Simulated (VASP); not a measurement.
Wanted: the native input for a VASP 6.6.1 run.

```
Task                   : relaxation of cell and atoms
Functional             : PBE
Potentials or basis    : VASP PAW PBE potentials, release 64 (Zr_sv, B)
Cutoff                 : 600 eV
k mesh                 : 9 × 9 × 9
Occupations            : fermi-dirac, width 0.1 eV
Spin                   : no spin polarisation
Target pressure        : 20 GPa
Dipole correction      : no
Further INCAR settings : ALGO = Normal; EDIFF = 1e-07; IBRION = 2; EDIFFG = -0.03; NSW = 60; ISIF = 3
```

The structure of ZrB lies in POSCAR:

```
ZrB
1.0
    0.0000000000      2.4550000000      2.4550000000
    2.4550000000      0.0000000000      2.4550000000
    2.4550000000      2.4550000000      0.0000000000
Zr B
1 1
Direct
    0.0000000000      0.0000000000      0.0000000000
    0.5000000000      0.5000000000      0.5000000000
```

One way to write it, as run:

INCAR

```
SYSTEM = ZrB
PREC = Accurate
ENCUT = 600
EDIFF = 1E-7
ISMEAR = -1
SIGMA = 0.1
LREAL = .FALSE.
LASPH = .TRUE.
NELM = 80
ALGO = Normal
ISIF = 3
LWAVE = .FALSE.
LCHARG = .FALSE.
GGA = PE
IBRION = 2
NSW = 60
EDIFFG = -0.03
PSTRESS = 200.0
```

KPOINTS

```
Automatic mesh
0
G
  9 9 9
  0 0 0
```

Potentials or basis: VASP PAW PBE potentials, release 64 (Zr_sv, B).

Launch:

```bash
$ cat potpaw_PBE.64/Zr_sv/POTCAR potpaw_PBE.64/B/POTCAR > POTCAR
$ mpirun -np 1 vasp_std > vasp.out
```

Results of the run:

```json
{
 "Relaxed volume": "13.34 Å³/atom",
 "Relaxed cell": "a = 3.354 Å, b = 3.354 Å, c = 3.354 Å, α = 60.00°, β = 60.00°, γ = 60.00°",
 "Space group after relaxing (to 0.05 Å)": "Fm-3m (No. 225)",
 "Energy change on relaxing (the enthalpy is what falls)": "+80.9 meV/atom",
 "Ionic steps": "4",
 "Pressure after relaxing": "19.8 GPa"
}
```

Caveat: the cell is relaxed towards a set pressure, so the enthalpy falls and the energy may rise.

It took 43 s on 1 thread of Intel(R) Xeon(R) Platinum 8488C (Sapphire Rapids) (shared host), peak memory 0.17 GiB.
